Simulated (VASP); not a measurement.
Set up this calculation in VASP 6.6.1, as the native input.

| Property | Result |
| --- | --- |
| Task | single point |
| Functional | PBEsol |
| Potentials or basis | VASP PAW PBE potentials, release 64 (Au) |
| Cutoff | 520 eV |
| k mesh | 13 × 13 × 1 |
| Occupations | fermi-dirac, width 0.1 eV |
| Spin | no spin polarisation |
| Dipole correction | yes |
| Further INCAR settings | ALGO = Normal; EDIFF = 1e-06; NBANDS = 36 |

The structure of Au lies in POSCAR:

```
Au
1.0
    2.8875034115      0.0000000000      0.0000000000
    0.0000000000      2.8875034115      0.0000000000
    0.0000000000      0.0000000000     24.1671000000
Au
5
Direct
    0.0000000000      0.0000000000      0.3327254370
    0.5000000000      0.5000000000      0.4156039609
    0.0000000000      0.0000000000      0.4999999997
    0.5000000000      0.5000000000      0.5843960390
    0.0000000000      0.0000000000      0.6672745634
```

The input as run:

INCAR

```
PREC = Accurate
ENCUT = 520
EDIFF = 1E-6
ISMEAR = -1
SIGMA = 0.1
LREAL = False
LASPH = True
NELM = 100
ALGO = Normal
ISIF = 2
LWAVE = False
LCHARG = True
LDIPOL = True
IDIPOL = 3
DIPOL = 0.5 0.5 0.500
GGA = PS
LELF = True
LVHAR = True
LVACPOTAV = True
NBANDS = 36
```

KPOINTS

```
regular mesh
0
Gamma
  13 13 1
```

Potentials or basis: VASP PAW PBE potentials, release 64 (Au).

Command:

```console
$ cat potpaw_PBE.64/Au/POTCAR > POTCAR
$ mpirun -np 1 vasp_std > vasp.out
```

Results of the run:

| Property | Result |
| --- | --- |
| Largest force | 0.012 eV/Å |
| Band gap on the k mesh | zero (an odd number of electrons rules out a gap without spin polarisation) |

Caveat: the PAW data sets were made with another functional, which shifts forces and pressure a little; spin-orbit coupling is left out, which moves the levels of the heavy elements.

Run time: 2.3 min on 1 thread of Intel(R) Xeon(R) 6975P-C (Granite Rapids), with other jobs on the host, peak memory 0.37 GiB.
